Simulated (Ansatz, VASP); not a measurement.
## Ir in VASP and in Ansatz

```xyz
1
Lattice="0.0000 2.1489 1.5779 2.1489 0.0000 1.5779 2.1489 2.1489 0.0000" Properties=species:S:1:pos:R:3 pbc="T T T"
Ir    0.0000    0.0000    0.0000
```

Alike in both runs: task single point; functional LDA; k mesh 22 × 22 × 22; occupations gaussian, width 0.15 eV; no spin polarisation.

|  | VASP | Ansatz |
| --- | --- | --- |
| version | VASP 6.6.1 | Ansatz 0.2.0 |
| potentials or method | VASP PAW LDA potentials, release 64 (Ir_sv_GW), cutoff 560 eV | scalar-relativistic, plane waves, PAW |
| valence electrons in the cell | 17 | 17 |

```tsv
	VASP	Ansatz	Ansatz less VASP
gap on the k mesh at the Fermi level (eV)	none	none	-
pressure (GPa)	-7.1	-6.6	+0.51
traceless stress, the component that is largest in VASP (GPa)	15.13	15.29	+0.162
```

Ansatz warns that its potentials were made for another functional, while VASP's fit it. LDA's correlation is that of Perdew and Zunger in VASP and of Perdew and Wang (1992) in Ansatz. A gap of «none» marks a metal or a gap that the smearing closes.

Neither program's run includes spin-orbit coupling.
